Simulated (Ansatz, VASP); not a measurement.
## Hf2N in VASP and in Ansatz

```
CELL_PARAMETERS angstrom
5.31312 0.00000 0.00000
0.00000 5.31312 0.00000
0.00000 0.00000 3.24210
ATOMIC_POSITIONS crystal
Hf 0.29554 0.29554 0.00000
Hf 0.70446 0.70446 0.00000
Hf 0.79554 0.20446 0.50000
Hf 0.20446 0.79554 0.50000
N 0.00000 0.00000 0.00000
N 0.50000 0.50000 0.50000
```

Alike in both runs: task single point; functional PBEsol; k mesh 8 × 8 × 12; occupations gaussian, width 0.02 eV; no spin polarisation.

|  | VASP | Ansatz |
| --- | --- | --- |
| version | VASP 6.6.1 | Ansatz 0.2.0 |
| potentials or method | VASP PAW PBE potentials, release 64 (Hf_pv, N), cutoff 520 eV | scalar-relativistic, plane waves, PAW |
| valence electrons in the cell | 50 | 114 |

```tsv
	VASP	Ansatz	Ansatz less VASP
gap on the k mesh at the Fermi level (eV)	none	none	-
pressure (GPa)	-3.3	-2.3	+1.00
traceless stress, the component that is largest in VASP (GPa)	-0.38	-0.27	+0.113
rms of the force components (eV/Å)	0.004	0.000	-0.0033
```

VASP's potentials were made for PBE, not for PBEsol. Atom by atom the forces differ by 0.004 eV/Å (rms over components). A gap of «none» marks a metal or a gap that the smearing closes. VASP's potentials hold 50 valence electrons a cell and Ansatz's 114, so a difference there can come from the potentials and not from the codes.

Neither program's run includes spin-orbit coupling.
